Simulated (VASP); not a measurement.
The system is GeS.

```
Ge S
1.0
    10.48100    0.00000    0.00000
     0.00000    3.64600    0.00000
     0.00000    0.00000    4.29900
Ge S
4 4
Direct
  0.12210 0.25000 0.12770
  0.37790 0.75000 0.62770
  0.62210 0.25000 0.37230
  0.87790 0.75000 0.87230
  0.84950 0.25000 0.50230
  0.65050 0.75000 0.00230
  0.34950 0.25000 0.99770
  0.15050 0.75000 0.49770
```

| Quantity | Value |
| --- | --- |
| Program | VASP 6.6.1 |
| Task | relaxation of cell and atoms |
| Functional | PBE |
| Potentials or basis | VASP PAW PBE potentials, release 64 (Ge_d, S) |
| Cutoff | 500 eV |
| k mesh | 2 × 5 × 4 |
| Occupations | gaussian, width 0.01 eV |
| Spin | no spin polarisation |

At the start: pressure 2.4 GPa; volume 20.54 Å³/atom.

Q: Where does the relaxation end?

A: Over 12 steps the energy falls by 7.4 meV/atom and the volume is 21.84 Å³/atom (+6.4 %); space group Pnma (No. 62, to 0.05 Å).

Step by step:
```tsv
step	energy change (eV)	largest force (eV/Å)	pressure (GPa)	volume (Å³)
1	0.0000	0.1353	2.36	164.28
2	-0.0347	0.2345	-0.67	171.56
3	-0.0402	0.1405	0.10	169.54
4	-0.0449	0.1107	0.09	170.19
5	-0.0510	0.0470	0.06	171.87
6	-0.0513	0.0408	0.05	172.32
7	-0.0546	0.0397	-0.02	173.07
8	-0.0582	0.0409	-0.14	174.86
9	-0.0579	0.0412	0.29	174.19
10	-0.0588	0.0150	0.05	174.55
11	-0.0589	0.0133	-0.02	174.81
12	-0.0589	0.0095	0.01	174.75
```

Final structure:
```yaml
crystal:
  lattice:
    - [10.79530, 0.00000, 0.00000]
    - [0.00000, 3.68842, 0.00000]
    - [0.00000, 0.00000, 4.38879]
  atoms:
    - { symbol: Ge, position: [0.12658, 0.25000, 0.12912] }
    - { symbol: Ge, position: [0.37342, 0.75000, 0.62912] }
    - { symbol: Ge, position: [0.62658, 0.25000, 0.37088] }
    - { symbol: Ge, position: [0.87342, 0.75000, 0.87088] }
    - { symbol: S, position: [0.84739, 0.25000, 0.50339] }
    - { symbol: S, position: [0.65261, 0.75000, 0.00339] }
    - { symbol: S, position: [0.34739, 0.25000, 0.99661] }
    - { symbol: S, position: [0.15261, 0.75000, 0.49661] }
```
